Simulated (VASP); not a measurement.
**Hf: relaxation of cell and atoms with LDA**

Hf:

```
Hf
1.0
     3.11841    0.00000    0.00000
    -1.55921    2.70062    0.00000
     0.00000    0.00000    4.94635
Hf
2
Direct
  0.33333 0.66667 0.25000
  0.66667 0.33333 0.75000
```

| Property | Result |
| --- | --- |
| Program | VASP 6.6.1 |
| Task | relaxation of cell and atoms |
| Functional | LDA |
| Potentials or basis | VASP PAW LDA potentials, release 64 (Hf_pv) |
| Cutoff | 600 eV |
| k mesh | 18 × 18 × 10 |
| Occupations | fermi-dirac, width 0.05 eV |
| Spin | no spin polarisation |
| Target pressure | 2 GPa |
| Dipole correction | no |
| Further INCAR settings | ALGO = Normal; EDIFF = 1e-06; IBRION = 2; EDIFFG = -0.002; NSW = 100; ISIF = 3 |

| Property | Result |
| --- | --- |
| Relaxed volume | 20.51 Å³/atom |
| Relaxed cell | a = 3.102 Å, b = 3.102 Å, c = 4.923 Å, α = 90.00°, β = 90.00°, γ = 120.00° |
| Space group after relaxing (to 0.1 Å) | P6_3/mmc (No. 194) |
| Energy change on relaxing (the run minimises the enthalpy) | +2.1 meV/atom |
| Ionic steps | 13 |
| Pressure after relaxing | 2.0 GPa |
| Band gap on the k mesh | zero (bands 10 and 11 overlap by 1.45 eV) |

Step by step:
| step | energy change (eV) | largest force (eV/Å) | pressure (GPa) | volume (Å³) |
| --- | --- | --- | --- | --- |
| 1 | 0.0000 | 0.0000 | 0.08 | 41.66 |
| 2 | 0.0220 | 0.0000 | 4.78 | 40.17 |
| 3 | 0.0040 | 0.0000 | 1.98 | 41.03 |
| 4 | 0.0042 | 0.0000 | 2.02 | 41.01 |
| 5 | 0.0042 | 0.0000 | 2.03 | 41.01 |
| 6 | 0.0042 | 0.0000 | 2.03 | 41.01 |
| 7 | 0.0042 | 0.0000 | 2.03 | 41.01 |
| 8 | 0.0042 | 0.0000 | 2.03 | 41.01 |
| 9 | 0.0042 | 0.0000 | 2.03 | 41.01 |
| 10 | 0.0040 | 0.0000 | 1.98 | 41.03 |
| 11 | 0.0041 | 0.0000 | 1.96 | 41.02 |
| 12 | 0.0041 | 0.0000 | 1.98 | 41.02 |
| 13 | 0.0042 | 0.0000 | 2.00 | 41.02 |

Final structure:
```yaml
crystal:
  lattice:
    - [3.10175, 0.00000, 0.00000]
    - [-1.55087, 2.68619, 0.00000]
    - [0.00000, 0.00000, 4.92273]
  atoms:
    - { symbol: Hf, position: [0.33333, 0.66667, 0.25000] }
    - { symbol: Hf, position: [0.66667, 0.33333, 0.75000] }
```

Levels at points of the mesh, in eV from the Fermi level:
```tsv
k point	band 8	band 9	band 10	band 11	band 12	band 13
(0.00, 0.00, 0.00)	-4.00	1.11	1.12	1.12	1.40	2.03
(0.50, 0.00, 0.00)	-3.10	-2.53	-0.52	0.70	0.96	1.80
(0.00, 0.00, 0.50)	-5.47	0.09	0.09	1.01	1.01	1.01
(0.50, 0.00, 0.50)	-3.70	-1.19	-1.19	1.61	1.61	2.78
```

It took 14 min on 1 thread of Oxide Virtual Turin-like Processor, with other jobs on the host, peak memory 0.24 GiB.

Caveat: the cell is relaxed towards a set pressure, so the run minimises the enthalpy, not the energy; spin-orbit coupling is left out, which moves the levels of the heavy elements. Zero-point motion and thermal expansion aren't in these numbers.
